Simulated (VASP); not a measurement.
Write the native input for VASP 6.6.1 that does the following.

```yaml
Task: single point
Functional: PBE
Potentials_or_basis: VASP PAW PBE potentials, release 64 (Fe)
Cutoff: 520 eV
k_mesh: 26 × 26 × 26
Occupations: fermi-dirac, width 0.1 eV
Spin: no spin polarisation
Dipole_correction: no
Further_INCAR_settings: ALGO = Normal; EDIFF = 1e-06; NBANDS = 10
```

The structure of Fe lies in POSCAR:

```
Fe
1.0
    0.0000000000      1.7703730756      1.7703730756
    1.7703730756      0.0000000000      1.7703730756
    1.7703730756      1.7703730756      0.0000000000
Fe
1
Direct
    0.0000000000      0.0000000000      0.0000000000
```

This cell differs from its parent crystal: volume scaled by 1.08.

One way to write it, as run:

INCAR

```
PREC = Accurate ; ENCUT = 520
EDIFF = 1E-6 ; ISMEAR = -1
SIGMA = 0.1 ; LREAL = F
LASPH = T ; NELM = 100
ALGO = Normal ; ISIF = 2
LWAVE = F ; LCHARG = F
GGA = PE ; NBANDS = 10
```

KPOINTS

```
regular mesh
0
Gamma
  26 26 26
```

Potentials or basis: VASP PAW PBE potentials, release 64 (Fe).

Command:

```console
$ cat potpaw_PBE.64/Fe/POTCAR > POTCAR
$ mpirun -np 1 vasp_std > vasp.out
```

Results of the run:

```json
{
 "Pressure": "-18.4 GPa",
 "Band gap on the k mesh": "zero (band 4 reaches 7.05 eV, above the bottom of band 5 at 5.18 eV)"
}
```

Caveat: the run has no spin polarisation, though such a crystal can be magnetic.

It took 37 s on 1 thread of Intel(R) Xeon(R) Platinum 8259CL CPU @ 2.50GHz (Skylake/Cascade Lake), with other jobs on the host, peak memory 0.17 GiB.
